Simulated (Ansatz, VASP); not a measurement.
## Two plane-wave programs on Sb

Contents of INCAR:

```
PREC = Accurate
ENCUT = 520
EDIFF = 1E-6
ISMEAR = -1
SIGMA = 0.02
LREAL = False
LASPH = True
NELM = 80
ALGO = Normal
ISIF = 2
LWAVE = False
LCHARG = False
GGA = CA
NBANDS = 12
```

File KPOINTS:

```
Automatic mesh
0
Gamma
  8 8 8
```

File POSCAR:

```
Sb
1.0
    2.1647005704      1.2497904571      3.8274116321
   -2.1647005704      1.2497904571      3.8274116321
    0.0000000000     -2.4995809141      3.8274116321
Sb
2
Direct
    0.2315156446      0.2315156446      0.2315156446
    0.7684843554      0.7684843554      0.7684843554
```

Input for Ansatz:

```yaml
crystal:
  lattice:
    - [2.1647005704, 1.2497904571, 3.8274116321]
    - [-2.1647005704, 1.2497904571, 3.8274116321]
    - [0.0, -2.4995809141, 3.8274116321]
  atoms:
    - { symbol: Sb, position: [0.2315156446, 0.2315156446, 0.2315156446] }
    - { symbol: Sb, position: [0.7684843554, 0.7684843554, 0.7684843554] }
kpoints:
  mp_grid: { grid: [8, 8, 8] }
  band_path:
    path:
      - [0.0, 0.0, 0.0]
      - [0.5, 0.5, 0.5]
      - [0.7622491784, 0.2377508216, 0.5]
      - [0.5, -0.2377508216, 0.2377508216]
      - [0.5, 0.0, 0.0]
      - [0.3688754108, -0.3688754108, 0.0]
      - [0.6311245892, 0.0, 0.3688754108]
      - [0.5, 0.0, 0.5]
      - [0.125, 0.125, 0.375]
    npoints: 1
hamiltonian:
  xc: lda
scf:
  occupations: { method: fermi_dirac, width: 0.02 }
  n_extra_bands: 4
output:
  forces: true
  stress: true
  eigenvalues: true
  write_density: true
  write_potential: true
  elf: true
  volumetric_format: npy
```

Alike in both runs: task single point; functional LDA; k mesh 8 × 8 × 8; occupations fermi-dirac, width 0.02 eV; no spin polarisation.

|  | VASP | Ansatz |
| --- | --- | --- |
| version | VASP 6.6.1 | Ansatz 0.2.0 |
| potentials or method | VASP PAW LDA potentials, release 64 (Sb) | plane waves, PAW |
| plane-wave cutoff (eV) | 520 | 420 |
| valence electrons in the cell | 10 | 30 |

Ansatz gave:

| Quantity | Value |
| --- | --- |
| pressure (GPa) | -2.0 |
| traceless stress, the component that is largest in VASP (GPa) | -0.27 |
| rms of the force components (eV/Å) | 0.037 |

Problem. Which values does VASP return?

Solution. Pressure (GPa): -1.7; traceless stress, the component that is largest in VASP (GPa): -0.36; rms of the force components (eV/Å): 0.076.

LDA's correlation is that of Perdew and Zunger in VASP and of Perdew and Wang (1992) in Ansatz. Atom by atom the forces differ by 0.039 eV/Å (rms over components). VASP's potentials hold 10 valence electrons a cell and Ansatz's 30, so a difference there can come from the potentials and not from the codes.

Spin-orbit coupling is off throughout.
